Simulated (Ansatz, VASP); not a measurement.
## Two plane-wave programs on In2Sb2Cl

```xyz
5
Lattice="4.6294 0.0000 0.0000 -2.3147 4.0092 0.0000 0.0000 0.0000 22.0152" Properties=species:S:1:pos:R:3 pbc="T T T"
Sb    0.0000    0.0000    4.0000
Sb    0.0000    2.6728    7.9460
In    0.0000    2.6728    4.9450
In    2.3147    1.3364    8.7152
Cl    1.8003    4.0092   12.0152
```

Alike in both runs: task single point; functional PBE; dispersion D3(BJ); k mesh 6 × 6 × 1; occupations gaussian, width 0.1 eV; no spin polarisation.

|  | VASP | Ansatz |
| --- | --- | --- |
| version | VASP 6.6.1 | Ansatz 0.2.0 |
| potentials or method | VASP PAW PBE potentials, release 64 (Sb, In_d, Cl), cutoff 520 eV | scalar-relativistic, plane waves, PAW |
| valence electrons in the cell | 43 | 63 |

```tsv
	VASP	Ansatz	Ansatz less VASP
gap on the k mesh at the Fermi level (eV)	none	none	-
rms of the force components (eV/Å)	0.293	0.293	+0.0001
work function, face that differs most (eV)	5.28	5.29	+0.005
```

A gap of «none» marks a metal or a gap that the smearing closes. VASP's potentials hold 43 valence electrons a cell and Ansatz's 63, so a difference there can come from the potentials and not from the codes.

Neither program's run includes spin-orbit coupling.
